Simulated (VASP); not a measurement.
GaAs: single point with r2SCAN

Crystal: GaAs.

```
Ga As
1.0
     0.00000    2.68551    2.89752
     2.68551    0.00000    2.89752
     2.68551    2.68551    0.00000
Ga As
1 1
Direct
  0.00000 0.00000 0.00000
  0.75000 0.75000 0.75000
```

This cell differs from its parent crystal: strain -0.050 along x and y, +0.025 along z.

```yaml
Program: VASP 6.6.1
Task: single point
Functional: r2SCAN
Potentials_or_basis: VASP PAW PBE potentials, release 64 (Ga_d, As)
Cutoff: 520 eV
k_mesh: 8 × 8 × 8
Occupations: gaussian, width 0.05 eV
Spin: no spin polarisation
```

The pressure is 7.5 GPa and the band gap on the k mesh is 1.23 eV (least direct gap 1.40 eV).

Stress tensor (GPa, compression positive):
```
9.48 0.00 0.00
0.00 9.48 0.00
0.00 0.00 3.45
```

Levels at points of the mesh, in eV from the valence-band top:
```csv
k point,band 5,band 6,band 7,band 8,band 9,band 10,band 11,band 12,band 13,band 14
"(0.00, 0.00, 0.00)",-15.46,-13.99,-0.55,0.00,0.00,1.40,3.84,3.84,4.06,8.36
"(0.50, 0.00, 0.00)",-15.45,-11.87,-7.45,-1.85,-1.11,1.29,4.70,5.13,8.27,11.41
"(0.50, 0.50, 0.00)",-15.46,-11.23,-7.91,-2.85,-2.85,1.83,2.26,11.32,11.32,11.88
"(0.50, 0.00, 0.50)",-15.44,-10.87,-7.38,-3.44,-3.39,1.25,1.47,10.75,11.11,12.27
```

Wall time 3.6 min on 1 thread of Intel Xeon 8259CL (shared host), peak memory 0.19 GiB.

Caveat: the cell differs from its parent crystal (strain -0.050 along x and y, +0.025 along z); the cell stands under pressure; the PAW data sets were made with another functional, which shifts forces and pressure a little. A k mesh can miss the band edges.
